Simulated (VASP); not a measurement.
GaBSb2: single point with r2SCAN

Crystal: GaBSb2.

```
B Sb Ga
1.0
     3.99420    0.00000    0.00000
     0.00000    3.99420    0.00000
     0.00000    0.00000    5.80038
B Sb Ga
1 2 1
Cartesian
  0.0000 0.0000 0.0000
  0.0000 1.9971 1.2604
  1.9971 0.0000 4.5400
  1.9971 1.9971 2.9002
```

- Program: VASP 6.6.1
- Task: single point
- Functional: r2SCAN
- Potentials or basis: VASP PAW PBE potentials, release 64 (B, Sb, Ga_d)
- Cutoff: 520 eV
- k mesh: 6 × 6 × 4
- Occupations: fermi-dirac, width 0.02 eV
- Spin: no spin polarisation

```json
{"Pressure": "0.2 GPa", "Largest force": "0.017 eV/Å", "Band gap on the k mesh": "zero (filled and empty bands overlap)"}
```

Forces on the atoms (eV/Å):
```
B    0.000  0.000  0.000
Sb   0.000  0.000  0.017
Sb   0.000  0.000 -0.017
Ga   0.000  0.000  0.000
```

Levels at points of the mesh, in eV from the Fermi level:
```tsv
k point	band 9	band 10	band 11	band 12	band 13	band 14	band 15	band 16	band 17	band 18
(0.00, 0.00, 0.00)	-3.72	-3.72	-0.40	-0.01	-0.01	0.08	0.79	1.73	2.48	2.48
(0.50, 0.00, 0.00)	-6.19	-4.76	-3.98	-2.61	-1.08	1.42	3.13	4.04	4.12	4.54
(0.50, 0.50, 0.00)	-7.61	-3.86	-3.62	-3.62	-3.31	-0.01	1.06	1.06	1.08	7.70
(0.00, 0.00, 0.50)	-4.48	-3.24	-3.24	-1.50	-1.50	0.77	0.78	3.17	3.39	5.02
(0.50, 0.00, 0.50)	-7.64	-2.57	-1.91	-1.84	-0.94	0.28	0.97	3.11	3.88	3.89
(0.50, 0.50, 0.50)	-7.25	-4.75	-4.41	-4.27	-4.27	3.78	3.96	3.96	4.04	4.39
```

Run time: 4.1 min on 1 thread of Intel Xeon 8259CL, on a shared host, peak memory 0.24 GiB.

Caveat: semilocal functionals underestimate gaps, so a narrow gap can read as zero; the PAW data sets were made with another functional, which shifts forces and pressure a little; spin-orbit coupling is left out, which moves the levels of the heavy elements.
